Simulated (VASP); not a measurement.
# HgTe (Cmcm) in VASP: single point with PBEsol

Aim: the single point of HgTe with PBEsol.

Program: VASP 6.6.1. These are calculated values, not measurements. Logs are shortened: lines on timing, memory, paths and dates and some standing lists are left out, and cuts for length are marked.

### 1 The cell of the first run

It takes space group Cmcm (No. 63, orthorhombic). The conventional cell has a = 5.956 Å, b = 5.955 Å, c = 6.090 Å, α = 90.00°, β = 90.00°, γ = 90.00°. Within 3.9 Å of Hg (site symmetry m2m) lie 6 Te at 2.98 to 3.05 Å. Te (site symmetry m2m) has 6 Hg at 2.98 to 3.05 Å within 3.9 Å.

### 2 Single point, PBEsol

File INCAR:

```
ALGO     = Normal         # electronic algorithm
EDIFF    = 1E-7           # SCF threshold, eV
ENCUT    = 520            # plane-wave cutoff, eV
GGA      = PS             # functional
ISIF     = 2              # what is computed and relaxed
ISMEAR   = -1             # smearing method
LASPH    = True           # aspherical terms in the spheres
LCHARG   = False          # write CHGCAR
LREAL    = False          # projectors in reciprocal space
LWAVE    = False          # write WAVECAR
NBANDS   = 26             # bands
NELM     = 100            # most SCF steps
PREC     = Accurate       # precision mode
SIGMA    = 0.05           # smearing width, eV
```

File KPOINTS:

```
k-points
0
Gamma
  6 6 5
```

File POSCAR:

```
HgTe
1.0
    2.9778375316     -2.9776680866      0.0000000000
    2.9778375316      2.9776680866      0.0000000000
    0.0000000000      0.0000000000      6.0903294117
Hg Te
2 2
Direct
    0.7495612497      0.2504387503      0.2500000000
    0.2504387503      0.7495612497      0.7500000000
    0.2496489806      0.7503510194      0.2500000000
    0.7503510194      0.2496489806      0.7500000000
```

Potentials or basis: VASP PAW PBE potentials, release 64 (Hg, Te).

Run with:

```
$ cat potpaw_PBE.64/Hg/POTCAR potpaw_PBE.64/Te/POTCAR > POTCAR
$ mpirun -np 1 vasp_std > vasp.out
```

OUTCAR:

```text
EDIFF = 1E-7
   ENCUT = 520
   GGA = PS
   ISIF = 2
   ISMEAR = -1
   LASPH = True
   LREAL = False
   NELM = 100
   PREC = Accurate

 ion  position               nearest neighbor table
   1  0.750  0.250  0.250-   3 2.98   3 2.98   3 2.98   3 2.98   4 3.05   4 3.05
   2  0.250  0.750  0.750-   4 2.98   4 2.98   4 2.98   4 2.98   3 3.05   3 3.05
   3  0.250  0.750  0.250-   1 2.98   1 2.98   1 2.98   1 2.98   2 3.05   2 3.05
   4  0.750  0.250  0.750-   2 2.98   2 2.98   2 2.98   2 2.98   1 3.05   1 3.05

  LATTYP: Found a base centered orthorhombic cell.
 ALAT       =     5.9553361732
 B/A-ratio  =     1.0000569053
 C/A-ratio  =     1.0226676101

  Lattice vectors:

 A1 = (  -2.9778375316,  -2.9776680866,   0.0000000000)
 A2 = (   2.9778375316,  -2.9776680866,   0.0000000000)
 A3 = (   0.0000000000,   0.0000000000,   6.0903294117)

Analysis of symmetry for initial positions (statically):
=====================================================================
 Subroutine PRICEL returns:
 Original cell was already a primitive cell.

 Routine SETGRP: Setting up the symmetry group for a
 base centered orthorhombic supercell.

 Subroutine GETGRP returns: Found  8 space group operations
 (whereof  4 operations were pure point group operations)
 out of a pool of  8 trial point group operations.

The static configuration has the point symmetry C_2h.
 The point group associated with its full space group is D_2h.

Analysis of symmetry for dynamics (positions and initial velocities):
=====================================================================
 Subroutine PRICEL returns:
 Original cell was already a primitive cell.

 Routine SETGRP: Setting up the symmetry group for a
 base centered orthorhombic supercell.

 Subroutine GETGRP returns: Found  8 space group operations
 (whereof  4 operations were pure point group operations)
 out of a pool of  8 trial point group operations.

The dynamic configuration has the point symmetry C_2h.
 The point group associated with its full space group is D_2h.

 Subroutine INISYM returns: Found  8 space group operations
 (whereof  4 operations are pure point group operations),
 and found     1 'primitive' translations

----------------------------------------------------------------------------------------

                                     Primitive cell

  volume of cell :     108.0060

  direct lattice vectors                    reciprocal lattice vectors
     2.977837532 -2.977668087  0.000000000     0.167907078 -0.167916633  0.000000000
     2.977837532  2.977668087  0.000000000     0.167907078  0.167916633  0.000000000
     0.000000000  0.000000000  6.090329412     0.000000000  0.000000000  0.164194731

  length of vectors
     4.211178410  4.211178410  6.090329412     0.237463224  0.237463224  0.164194731

  position of ions in fractional coordinates (direct lattice)
     0.749561250  0.250438750  0.250000000
     0.250438750  0.749561250  0.750000000
     0.249648981  0.750351019  0.250000000
     0.750351019  0.249648981  0.750000000

  ion indices of the primitive-cell ions
   primitive index   ion index
                 1           1
                 2           2
                 3           3
                 4           4

----------------------------------------------------------------------------------------

 KPOINTS: k-points

Automatic generation of k-mesh.
 Grid dimensions read from file:
 generate k-points for:    6    6    5

 Generating k-lattice:

  Cartesian coordinates                     Fractional coordinates (reciprocal lattice)
     0.027984513 -0.027986106  0.000000000     0.166666667  0.000000000  0.000000000
     0.027984513  0.027986106  0.000000000     0.000000000  0.166666667  0.000000000
     0.000000000  0.000000000  0.032838946     0.000000000  0.000000000  0.200000000

  Length of vectors
     0.039577204  0.039577204  0.032838946

  Shift w.r.t. Gamma in fractional coordinates (k-lattice)
     0.000000000  0.000000000  0.000000000

 Subroutine IBZKPT returns following result:
 ===========================================

 Found     39 irreducible k-points:

 Following reciprocal coordinates:
            Coordinates               Weight
  0.000000  0.000000  0.000000      1.000000
  0.166667  0.000000  0.000000      4.000000
  0.333333  0.000000  0.000000      4.000000
  0.500000  0.000000  0.000000      2.000000
  0.166667  0.166667  0.000000      2.000000
  0.333333  0.166667  0.000000      4.000000
[... 16 lines left out ...]
  0.333333  0.333333  0.200000      4.000000
  0.500000  0.333333  0.200000      8.000000
 [... further k-points ...]
   k-points           NKPTS =     39   k-points in BZ     NKDIM =     39   number of bands    NBANDS=     26
   number of dos      NEDOS =    301   number of ions     NIONS =      4
   total plane-waves  NPLWV =  49152
   dimension x,y,z NGX =    32 NGY =   32 NGZ =   48
   dimension x,y,z NGXF=    64 NGYF=   64 NGZF=   96
   ions per type =               2   2
   NGX,Y,Z   is equivalent  to a cutoff of  12.63, 12.63, 13.10 a.u.
   NGXF,Y,Z  is equivalent  to a cutoff of  25.27, 25.27, 26.20 a.u.
 SYSTEM =  unknown system
   PREC   = accura    normal or accurate (medium, high low for compatibility)
   ISTART =      0    job   : 0-new  1-cont  2-samecut
   ICHARG =      2    charge: 1-file 2-atom 10-const
   ISPIN  =      1    spin polarized calculation?
   LNONCOLLINEAR =      F non collinear calculations
   LSORBIT =      F    spin-orbit coupling
   LASPH  =      T    aspherical Exc in radial PAW
   ENCUT  =  520.0 eV  38.22 Ry    6.18 a.u.   7.83  7.83 11.32*2*pi/ulx,y,z
   NELM   =    100;   NELMIN=  2; NELMDL= -5     # of ELM steps
   EDIFF  = 0.1E-06   stopping-criterion for ELM
   LREAL  =      F    real-space projection
   EDIFFG = 0.1E-05   stopping-criterion for IOM
   NSW    =      0    number of steps for IOM
   IBRION =     -1    ionic relax: 0-MD 1-quasi-New 2-CG
   NFREE  =      0    steps in history (QN), initial steepest desc. (CG)
   ISIF   =      2    stress and relaxation
   ISYM   =      2    0-nonsym 1-usesym 2-fastsym
   POTIM  = 0.5000    time-step for ionic-motion
   TEBEG  =    0.0;   TEEND  =   0.0 temperature during run
   PSTRESS=    0.0 pullay stress
   NELECT =      36.0000    total number of electrons
   NUPDOWN=      -1.0000    fix difference up-down
   EMIN   =  10.00;   EMAX   =-10.00  energy-range for DOS
   EFERMI =   0.00;   METHOD = LEGACY
   ISMEAR =    -1;   SIGMA  =   0.05  broadening in eV -4-tet -1-fermi 0-gaus
   EFERMI_NEDOS =   21; number of points for ismear=-14 and -15
   IALGO  =     38    algorithm
   IMIX   =      4    mixing-type and parameters
     AMIX     =   0.40;   BMIX     =  1.00
     AMIX_MAG =   1.60;   BMIX_MAG =  1.00
  volume/ion in A,a.u.               =      27.00       182.22
  Fermi-wavevector in a.u.,A,eV,Ry     =   1.135080  2.144989 17.529823  1.288406
  Thomas-Fermi vector in A             =   2.271784
   LORBIT       =      0    0 simple, 1 ext, 2 COOP (PROOUT), +10 PAW based schemes
   GGA     = PS    functional components
   LHFCALC =     F    Hartree Fock is set to
   AEXX    =    0.0000 exact exchange contribution
   IVDW    =     0    specifies the selected vdW correction
   LEPSILON=     F    determine dielectric tensor
   LRPA    =     F    only Hartree local field effects (RPA)
 non-spin polarized calculation
  energy-cutoff  :      520.00
  volume of cell :      108.01
 maximum number of plane-waves:      2932
   NGX = 15   NGY = 15   NGZ = 23

 number of electron      36.0000002 magnetization

 Free energy of the ion-electron system (eV)
  ---------------------------------------------------
  ext. energy  EPLUGINS =         0.00000000
  ---------------------------------------------------
  free energy    TOTEN  =        -8.47867383 eV

  energy without entropy =       -8.46372242  energy(sigma->0) =       -8.47119812

 E-fermi :   4.8313     XC(G=0): -10.2801

 val. band max:        4.7567775693   @ k =   0.3333   0.3333   0.2000
 cond. band min:       4.8781042118   @ k =   0.3333   0.0000   0.4000
 fundamental gap:      0.1213266425
 Fermi energy:         4.8313140623

 k-point     1 :       0.0000    0.0000    0.0000
  band No.  band energies     occupation
      1      -7.6358      2.00000
      2      -6.5289      2.00000
      3      -2.1947      2.00000
      4      -2.0897      2.00000
      5      -2.0403      2.00000
      6      -2.0300      2.00000
[... 18 lines left out ...]
     25      12.4640      0.00000
     26      12.8118      0.00000

 k-point     2 :       0.1667    0.0000    0.0000
  band No.  band energies     occupation
      1      -7.4553      2.00000
      2      -6.4319      2.00000
      3      -2.1920      2.00000
      4      -2.1837      2.00000
      5      -2.1222      2.00000
      6      -2.0960      2.00000
[... 18 lines left out ...]
     25      12.5915      0.00000
     26      12.8125      0.00000

 k-point     3 :       0.3333    0.0000    0.0000
  band No.  band energies     occupation
      1      -6.9755      2.00000
      2      -6.2791      2.00000
      3      -2.3777      2.00000
      4      -2.3522      2.00000
      5      -2.3190      2.00000
      6      -2.3090      2.00000
[... 18 lines left out ...]
     25      11.0214      0.00000
     26      12.1451      0.00000

 k-point     4 :       0.5000    0.0000    0.0000
  band No.  band energies     occupation
      1      -6.4470      2.00000
      2      -6.4446      2.00000
      3      -2.5229      2.00000
      4      -2.5219      2.00000
      5      -2.4583      2.00000
      6      -2.4579      2.00000
[... 18 lines left out ...]
     25      10.9659      0.00000
     26      10.9803      0.00000

 k-point     5 :       0.1667    0.1667    0.0000
  band No.  band energies     occupation
      1      -7.2961      2.00000
      2      -6.3665      2.00000
      3      -2.3302      2.00000
      4      -2.2598      2.00000
      5      -2.1409      2.00000
      6      -2.0154      2.00000
[... 18 lines left out ...]
     25      11.6158      0.00000
     26      11.9857      0.00000

 k-point     6 :       0.3333    0.1667    0.0000
  band No.  band energies     occupation
      1      -6.8852      2.00000
      2      -6.2852      2.00000
      3      -2.4558      2.00000
      4      -2.3983      2.00000
      5      -2.1170      2.00000
      6      -2.1082      2.00000
[... 427 lines left out ...]
 k-point    21 :      -0.3333    0.1667    0.2000
  band No.  band energies     occupation
      1      -6.7896      2.00000
      2      -6.2860      2.00000
      3      -2.4714      2.00000
      4      -2.4277      2.00000
      5      -2.1614      2.00000
      6      -2.1501      2.00000
[... 18 lines left out ...]
     25      11.4367      0.00000
     26      11.8532      0.00000

 k-point    22 :      -0.1667    0.1667    0.2000
  band No.  band energies     occupation
      1      -7.1866      2.00000
      2      -6.4135      2.00000
      3      -2.3385      2.00000
      4      -2.2836      2.00000
      5      -2.1330      2.00000
      6      -2.1202      2.00000
[... 18 lines left out ...]
     25      10.7165      0.00000
     26      12.4725      0.00000

 k-point    23 :       0.3333    0.3333    0.2000
  band No.  band energies     occupation
      1      -6.5928      2.00000
      2      -6.3065      2.00000
      3      -2.2815      2.00000
      4      -2.2676      2.00000
      5      -2.1244      2.00000
      6      -2.0912      2.00000
[... 18 lines left out ...]
     25      12.6820      0.00000
     26      12.7295      0.00000

 k-point    24 :       0.5000    0.3333    0.2000
  band No.  band energies     occupation
      1      -6.4065      2.00000
      2      -6.4054      2.00000
      3      -2.1281      2.00000
      4      -2.1274      2.00000
      5      -2.0889      2.00000
      6      -2.0884      2.00000
[... 18 lines left out ...]
     25      12.7566      0.00000
     26      12.7592      0.00000

 [... further k-points ...]
[... 5 lines left out ...]
  --------------------------------------------------------------------------------------
  -------------------------------------------------------------------------------------
  Total        0.1335552      0.1374308      0.1194001      0.0000000      0.0000000      0.0000000
  in kB        1.9811775      2.0386681      1.7711991      0.0000000      0.0000000      0.0000000
  external PRESSURE =       1.9303482 kB  Pullay stress =       0.0000000 kB

 VOLUME and BASIS-vectors are now :
 -----------------------------------------------------------------------------
  energy-cutoff  :      520.00
  volume of cell :      108.01
      direct lattice vectors                 reciprocal lattice vectors
     2.977837532 -2.977668087  0.000000000     0.167907078 -0.167916633  0.000000000
     2.977837532  2.977668087  0.000000000     0.167907078  0.167916633  0.000000000
     0.000000000  0.000000000  6.090329412     0.000000000  0.000000000  0.164194731

 POSITION                                       TOTAL-FORCE (eV/Angst)
 -----------------------------------------------------------------------------------
      2.97784     -1.48622      1.52258         0.000000     -0.001249     -0.000000
      2.97784      1.48622      4.56775         0.000000      0.001249     -0.000000
      2.97784      1.49092      1.52258         0.000000     -0.001374     -0.000000
      2.97784     -1.49092      4.56775         0.000000      0.001374      0.000000
 -----------------------------------------------------------------------------------
    total drift:                               -0.000000     -0.000000     -0.000000

  FREE ENERGIE OF THE ION-ELECTRON SYSTEM (eV)
  ---------------------------------------------------
  free  energy   TOTEN  =        -8.4786738276 eV

  energy  without entropy=       -8.4637224173  energy(sigma->0) =       -8.47119812
```

It took 65 s on 1 thread of Intel Xeon Platinum 8488C (Sapphire Rapids), shared host; peak memory 0.26 GiB.

What came out:

* Free energy: -8.4787 eV
* Pressure: 0.2 GPa
* Band gap on the k mesh: zero (bands 18 and 19 overlap by 2.76 eV)

Levels at points of the mesh, in eV from the Fermi level:
```csv
k point,band 15,band 16,band 17,band 18,band 19,band 20,band 21,band 22
"(0.00, 0.00, 0.00)",-2.47,-2.47,-0.88,-0.88,-0.84,-0.70,4.74,7.46
"(0.50, 0.00, 0.00)",-2.55,-2.55,0.14,0.14,2.27,2.28,4.39,4.39
"(0.50, 0.50, 0.00)",-2.94,-2.94,-2.67,-2.67,-2.42,-2.42,4.63,4.63
```

Caveat: the PAW data sets were made with another functional, which shifts forces and pressure a little; spin-orbit coupling is left out, which moves the levels of the heavy elements.
